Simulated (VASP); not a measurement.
Wanted: the native input for a VASP 6.6.1 run.

* Task: single point
* Functional: PBE
* Potentials or basis: VASP PAW PBE potentials, release 64 (Mg, Zn, S)
* Cutoff: 600 eV
* k mesh: 6 × 6 × 1
* Occupations: gaussian, width 0.1 eV
* Spin: no spin polarisation
* Dipole correction: no
* Further INCAR settings: ALGO = Normal; EDIFF = 1e-06; NBANDS = 41

The structure of Mg5ZnS6 lies in POSCAR:

```
Mg5ZnS6
1.0
    3.6864348681      0.0000000028      0.0000000000
   -1.8432174365      3.1925462438      0.0000000000
    0.0000000000      0.0000000000     18.0266199389
Mg Zn S
5 1 6
Direct
    0.3333333333      0.6666666667      0.8322553176
    0.0000000000      0.0000000000      0.0000000000
    0.6666666667      0.3333333333      0.1677446824
    0.3333333333      0.6666666667      0.3353543278
    0.6666666667      0.3333333333      0.6646456722
    0.0000000000      0.0000000000      0.5000000000
    0.6666666667      0.3333333333      0.9161297890
    0.3333333333      0.6666666667      0.0838702110
    0.0000000000      0.0000000000      0.2515880755
    0.6666666667      0.3333333333      0.4200299141
    0.3333333333      0.6666666667      0.5799700859
    0.0000000000      0.0000000000      0.7484119245
```

One way to write it, as run:

INCAR

```
SYSTEM = Mg5ZnS6
PREC = Accurate ; ENCUT = 600
EDIFF = 1E-6 ; ISMEAR = 0
SIGMA = 0.1 ; LREAL = .FALSE.
LASPH = .TRUE. ; NELM = 120
ALGO = Normal ; ISIF = 2
LWAVE = .FALSE. ; LCHARG = .FALSE.
GGA = PE ; NBANDS = 41
GGA_COMPAT = .FALSE.
```

KPOINTS

```
Automatic mesh
0
G
  6 6 1
  0 0 0
```

Potentials or basis: VASP PAW PBE potentials, release 64 (Mg, Zn, S).

Launch:

```bash
$ cat potpaw_PBE.64/Mg/POTCAR potpaw_PBE.64/Zn/POTCAR potpaw_PBE.64/S/POTCAR > POTCAR
$ mpirun -np 1 vasp_std > vasp.out
```

It gave:

```yaml
Pressure: -0.1 GPa
Largest_force: 0.030 eV/Å
Band_gap_on_the_k_mesh: 1.85 eV (least direct gap 2.19 eV)
```

Caveat: an odd mesh through Γ misses points on the zone boundary, where band edges can lie.

Run time: 4.5 min on 1 thread of Intel Xeon 8259CL, with other jobs on the host, peak memory 0.39 GiB.
